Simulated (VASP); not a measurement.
# Au (I4_1/amd) in VASP: single point with PBEsol

Aim: the single point of Au with PBEsol.

Program: VASP 6.6.1. These are calculated values, not measurements. Logs are shortened: lines on timing, memory, paths and dates and some standing lists are left out, and cuts for length are marked.

## Step 1: The cell of the first run

The structure is tetragonal, space group I4_1/amd (No. 141). Conventional cell: a = 4.577 Å, b = 4.577 Å, c = 2.399 Å, α = 90.00°, β = 90.00°, γ = 90.00°. Au (site symmetry -4m2) has 10 Au at 2.37 to 2.91 Å within 3.1 Å.

## Step 2: Single point, PBEsol

INCAR reads:

```
SYSTEM = Au
PREC = Accurate
ENCUT = 500
EDIFF = 1E-6
ISMEAR = -1
SIGMA = 0.08
LREAL = .FALSE.
LASPH = .TRUE.
NELM = 120
ALGO = Normal
ISIF = 2
LWAVE = .FALSE.
LCHARG = .FALSE.
GGA = PS
NBANDS = 18
GGA_COMPAT = .FALSE.
```

KPOINTS reads:

```
Automatic mesh
0
G
  18 18 18
  0 0 0
```

POSCAR reads:

```
Au
1.0
   -2.2883825129      2.2883825129      1.1994065223
    2.2883825129     -2.2883825129      1.1994065223
    2.2883825129      2.2883825129     -1.1994065223
Au
2
Direct
   -0.3750000000     -0.1250000000     -0.2500000000
    0.3750000000      0.1250000000      0.2500000000
```

Potentials or basis: VASP PAW PBE potentials, release 64 (Au).

On the command line:

```
$ cat potpaw_PBE.64/Au/POTCAR > POTCAR
$ mpirun -np 1 vasp_std > vasp.out
```

OUTCAR:

```text
SYSTEM = Au
   PREC = Accurate
   ENCUT = 500
   EDIFF = 1E-6
   ISMEAR = -1
   LREAL = .FALSE.
   LASPH = .TRUE.
   NELM = 120
   ISIF = 2
   GGA = PS

 ion  position               nearest neighbor table
   1  0.625  0.875  0.750-   2 2.37   2 2.37   2 2.37   2 2.37   2 2.91   2 2.91   2 2.91   2 2.91

   2  0.375  0.125  0.250-   1 2.37   1 2.37   1 2.37   1 2.37   1 2.91   1 2.91   1 2.91   1 2.91

  LATTYP: Found a body centered tetragonal cell.
 ALAT       =     4.5767650258
 C/A-ratio  =     0.5241285124

  Lattice vectors:

 A1 = (  -2.2883825129,   2.2883825129,   1.1994065223)
 A2 = (   2.2883825129,  -2.2883825129,   1.1994065223)
 A3 = (   2.2883825129,   2.2883825129,  -1.1994065223)

Analysis of symmetry for initial positions (statically):
=====================================================================
 Subroutine PRICEL returns:
 Original cell was already a primitive cell.

 Routine SETGRP: Setting up the symmetry group for a
 body centered tetragonal supercell.

 Subroutine GETGRP returns: Found 16 space group operations
 (whereof  4 operations were pure point group operations)
 out of a pool of 16 trial point group operations.

The static configuration has the point symmetry C_2h.
 The point group associated with its full space group is D_4h.

Analysis of symmetry for dynamics (positions and initial velocities):
=====================================================================
 Subroutine PRICEL returns:
 Original cell was already a primitive cell.

 Routine SETGRP: Setting up the symmetry group for a
 body centered tetragonal supercell.

 Subroutine GETGRP returns: Found 16 space group operations
 (whereof  4 operations were pure point group operations)
 out of a pool of 16 trial point group operations.

The dynamic configuration has the point symmetry C_2h.
 The point group associated with its full space group is D_4h.

 Subroutine INISYM returns: Found 16 space group operations
 (whereof  4 operations are pure point group operations),
 and found     1 'primitive' translations

----------------------------------------------------------------------------------------

                                     Primitive cell

  volume of cell :      25.1237

  direct lattice vectors                    reciprocal lattice vectors
    -2.288382513  2.288382513  1.199406522     0.000000000  0.218494940  0.416872837
     2.288382513 -2.288382513  1.199406522     0.218494940  0.000000000  0.416872837
     2.288382513  2.288382513 -1.199406522     0.218494940  0.218494940  0.000000000

  length of vectors
     3.451371475  3.451371475  3.451371475     0.470662301  0.470662301  0.308998508

  position of ions in fractional coordinates (direct lattice)
     0.625000000  0.875000000  0.750000000
     0.375000000  0.125000000  0.250000000

  ion indices of the primitive-cell ions
   primitive index   ion index
                 1           1
                 2           2

----------------------------------------------------------------------------------------

 KPOINTS: Automatic mesh

Automatic generation of k-mesh.
 Grid dimensions read from file:
 generate k-points for:   18   18   18

 Generating k-lattice:

  Cartesian coordinates                     Fractional coordinates (reciprocal lattice)
     0.000000000  0.012138608  0.023159602     0.055555556  0.000000000  0.000000000
     0.012138608  0.000000000  0.023159602     0.000000000  0.055555556  0.000000000
     0.012138608  0.012138608  0.000000000     0.000000000  0.000000000  0.055555556

  Length of vectors
     0.026147906  0.026147906  0.017166584

  Shift w.r.t. Gamma in fractional coordinates (k-lattice)
     0.000000000  0.000000000  0.000000000

 Subroutine IBZKPT returns following result:
 ===========================================

 Found    480 irreducible k-points:

 Following reciprocal coordinates:
            Coordinates               Weight
  0.000000  0.000000  0.000000      1.000000
  0.055556  0.000000 -0.000000      8.000000
  0.111111  0.000000 -0.000000      8.000000
  0.166667 -0.000000  0.000000      8.000000
  0.222222  0.000000  0.000000      8.000000
  0.277778  0.000000 -0.000000      8.000000
[... 16 lines left out ...]
 -0.277778  0.055556  0.000000     16.000000
 -0.222222  0.055556  0.000000     16.000000
 [... further k-points ...]
   k-points           NKPTS =    480   k-points in BZ     NKDIM =    480   number of bands    NBANDS=     18
   number of dos      NEDOS =    301   number of ions     NIONS =      2
   total plane-waves  NPLWV =  21952
   dimension x,y,z NGX =    28 NGY =   28 NGZ =   28
   dimension x,y,z NGXF=    56 NGYF=   56 NGZF=   56
   ions per type =               2
   NGX,Y,Z   is equivalent  to a cutoff of  13.49, 13.49, 13.49 a.u.
   NGXF,Y,Z  is equivalent  to a cutoff of  26.97, 26.97, 26.97 a.u.
 SYSTEM =  Au
   PREC   = accura    normal or accurate (medium, high low for compatibility)
   ISTART =      0    job   : 0-new  1-cont  2-samecut
   ICHARG =      2    charge: 1-file 2-atom 10-const
   ISPIN  =      1    spin polarized calculation?
   LNONCOLLINEAR =      F non collinear calculations
   LSORBIT =      F    spin-orbit coupling
   LASPH  =      T    aspherical Exc in radial PAW
   ENCUT  =  500.0 eV  36.75 Ry    6.06 a.u.   6.29  6.29  6.29*2*pi/ulx,y,z
   NELM   =    120;   NELMIN=  2; NELMDL= -5     # of ELM steps
   EDIFF  = 0.1E-05   stopping-criterion for ELM
   LREAL  =      F    real-space projection
[... 7 lines left out ...]
   TEBEG  =    0.0;   TEEND  =   0.0 temperature during run
   PSTRESS=    0.0 pullay stress
   NELECT =      22.0000    total number of electrons
   NUPDOWN=      -1.0000    fix difference up-down
   EMIN   =  10.00;   EMAX   =-10.00  energy-range for DOS
   EFERMI =   0.00;   METHOD = LEGACY
   ISMEAR =    -1;   SIGMA  =   0.08  broadening in eV -4-tet -1-fermi 0-gaus
   EFERMI_NEDOS =   21; number of points for ismear=-14 and -15
   IALGO  =     38    algorithm
   IMIX   =      4    mixing-type and parameters
     AMIX     =   0.40;   BMIX     =  1.00
     AMIX_MAG =   1.60;   BMIX_MAG =  1.00
  volume/ion in A,a.u.               =      12.56        84.77
  Fermi-wavevector in a.u.,A,eV,Ry     =   1.566226  2.959739 33.375973  2.453065
  Thomas-Fermi vector in A             =   2.668586
   LORBIT       =      0    0 simple, 1 ext, 2 COOP (PROOUT), +10 PAW based schemes
   GGA     = PS    functional components
   LHFCALC =     F    Hartree Fock is set to
   AEXX    =    0.0000 exact exchange contribution
   IVDW    =     0    specifies the selected vdW correction
   LEPSILON=     F    determine dielectric tensor
   LRPA    =     F    only Hartree local field effects (RPA)
 non-spin polarized calculation
  energy-cutoff  :      500.00
  volume of cell :       25.12
 maximum number of plane-waves:       657
 NGX is ok and might be reduce to    28
   NGX = 13   NGY = 13   NGZ = 13

 number of electron      21.9999998 magnetization

 Free energy of the ion-electron system (eV)
  ---------------------------------------------------
  ext. energy  EPLUGINS =         0.00000000
  ---------------------------------------------------
  free energy    TOTEN  =        -3.22990868 eV

  energy without entropy =       -3.22121619  energy(sigma->0) =       -3.22556244

 E-fermi :  15.2638     XC(G=0): -14.6746

 val. band max:       15.2563197176   @ k =  -0.2778   0.3333   0.1111
 cond. band min:      15.2667423193   @ k =   0.3333   0.3333   0.0556
 fundamental gap:      0.0104226017
 Fermi energy:        15.2637905649

 k-point     1 :       0.0000    0.0000    0.0000
  band No.  band energies     occupation
      1       1.7965      2.00000
      2       4.4664      2.00000
      3       5.3577      2.00000
      4       5.7330      2.00000
      5       6.4530      2.00000
      6      11.4392      2.00000
[... 10 lines left out ...]
     17      30.9964      0.00000
     18      38.4917      0.00000

 k-point     2 :       0.0556    0.0000   -0.0000
  band No.  band energies     occupation
      1       1.9478      2.00000
      2       4.5393      2.00000
      3       5.3747      2.00000
      4       5.9329      2.00000
      5       6.5631      2.00000
      6      10.8175      2.00000
[... 10 lines left out ...]
     17      31.2786      0.00000
     18      36.8846      0.00000

 k-point     3 :       0.1111    0.0000   -0.0000
  band No.  band energies     occupation
      1       2.3846      2.00000
      2       4.7516      2.00000
      3       5.4773      2.00000
      4       6.4516      2.00000
      5       6.8838      2.00000
      6       9.9531      2.00000
[... 10 lines left out ...]
     17      32.1082      0.00000
     18      34.8398      0.00000

 k-point     4 :       0.1667   -0.0000    0.0000
  band No.  band energies     occupation
      1       3.0522      2.00000
      2       5.0802      2.00000
      3       5.6634      2.00000
      4       7.1144      2.00000
      5       7.4280      2.00000
      6       9.0444      2.00000
[... 375 lines left out ...]
      4       7.6252      2.00000
      5       8.0773      2.00000
      6       8.5678      2.00000
[... 10 lines left out ...]
     17      31.8289      0.00000
     18      33.6369      0.00000

 k-point    23 :      -0.2778    0.0556    0.0000
  band No.  band energies     occupation
      1       4.0672      2.00000
      2       5.5859      2.00000
      3       5.9769      2.00000
      4       7.4112      2.00000
      5       8.0237      2.00000
      6       8.5549      2.00000
[... 10 lines left out ...]
     17      31.8091      0.00000
     18      33.4715      0.00000

 k-point    24 :      -0.2222    0.0556    0.0000
  band No.  band energies     occupation
      1       3.2694      2.00000
      2       5.2297      2.00000
      3       5.7861      2.00000
      4       6.9760      2.00000
      5       7.3602      2.00000
      6       9.1733      2.00000
[... 10 lines left out ...]
     17      32.1441      0.00000
     18      33.4510      0.00000

 [... further k-points ...]

------------------------ aborting loop because EDIFF is reached ----------------------------------------

  FORCE on cell =-STRESS in cart. coord.  units (eV):
  Direction    XX          YY          ZZ          XY          YZ          ZX
  --------------------------------------------------------------------------------------
  -------------------------------------------------------------------------------------
  Total       26.6614791     26.6614791     26.7000716      0.0000000     -0.0000000      0.0000000
  in kB     1700.2437364   1700.2437364   1702.7048409      0.0000000     -0.0000000      0.0000000
  external PRESSURE =    1701.0641045 kB  Pullay stress =       0.0000000 kB

 VOLUME and BASIS-vectors are now :
 -----------------------------------------------------------------------------
  energy-cutoff  :      500.00
  volume of cell :       25.12
      direct lattice vectors                 reciprocal lattice vectors
    -2.288382513  2.288382513  1.199406522     0.000000000  0.218494940  0.416872837
     2.288382513 -2.288382513  1.199406522     0.218494940  0.000000000  0.416872837
     2.288382513  2.288382513 -1.199406522     0.218494940  0.218494940  0.000000000

 POSITION                                       TOTAL-FORCE (eV/Angst)
 -----------------------------------------------------------------------------------
      2.28838      1.14419      0.89955         0.000000      0.000000     -0.000000
      0.00000      1.14419      0.29985        -0.000000     -0.000000      0.000000
 -----------------------------------------------------------------------------------
    total drift:                                0.000000      0.000000     -0.000000

  FREE ENERGIE OF THE ION-ELECTRON SYSTEM (eV)
  ---------------------------------------------------
  free  energy   TOTEN  =        -3.2299086828 eV

  energy  without entropy=       -3.2212161931  energy(sigma->0) =       -3.22556244
```

Run time: 82 s. Hardware: 1 thread of Intel Xeon 6975P-C (Granite Rapids), shared host; peak memory 0.29 GiB.

Results:

```
Free energy            : -3.2299 eV
Pressure               : 170.1 GPa
Band gap on the k mesh : zero (bands 11 and 12 overlap by 7.25 eV)
```

Stress tensor (GPa, compression positive):
```
170.02   0.00   0.00
  0.00 170.02   0.00
  0.00   0.00 170.27
```

Caveat: the cell stands under pressure; the PAW data sets were made with another functional, which shifts forces and pressure a little; spin-orbit coupling is left out, which moves the levels of the heavy elements.
